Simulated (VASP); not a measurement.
Wanted: the native input for a VASP 6.6.1 run.

```yaml
Task: single point
Functional: PBE
Potentials_or_basis: VASP PAW PBE potentials, release 64 (In_d, P)
Cutoff: 520 eV
k_mesh: 8 × 8 × 8
Occupations: fermi-dirac, width 0.02 eV
Spin: no spin polarisation
Dipole_correction: no
Further_INCAR_settings: ALGO = Normal; EDIFF = 1e-06; NBANDS = 16
```

The structure of InP lies in POSCAR:

```
InP
1.0
    0.0000000000      3.0424012683      2.8530071196
    3.0424012683      0.0000000000      2.8530071196
    3.0424012683      3.0424012683      0.0000000000
In P
1 1
Direct
    0.0000000000      0.0000000000      0.0000000000
    0.2500000000      0.2500000000      0.2500000000
```

This cell differs from its parent crystal: epitaxial xy strain +3.0%.

One way to write it, as run:

INCAR

```
PREC = Accurate
ENCUT = 520
EDIFF = 1E-6
ISMEAR = -1
SIGMA = 0.02
LREAL = False
LASPH = True
NELM = 80
ALGO = Normal
ISIF = 2
LWAVE = False
LCHARG = False
GGA = PE
NBANDS = 16
```

KPOINTS

```
Automatic mesh
0
Gamma
  8 8 8
```

Potentials or basis: VASP PAW PBE potentials, release 64 (In_d, P).

Launch:

```console
$ cat potpaw_PBE.64/In_d/POTCAR potpaw_PBE.64/P/POTCAR > POTCAR
$ mpirun -np 1 vasp_std > vasp.out
```

It gave:

* Pressure: 0.0 GPa
* Band gap on the k mesh: 0.26 eV, direct

Caveat: the cell differs from its parent crystal (epitaxial xy strain +3.0%); spin-orbit coupling is left out, which moves the levels of the heavy elements.

It took 23 s on 1 thread of AMD EPYC 9R45 (Zen 5), on a shared host, peak memory 0.17 GiB.
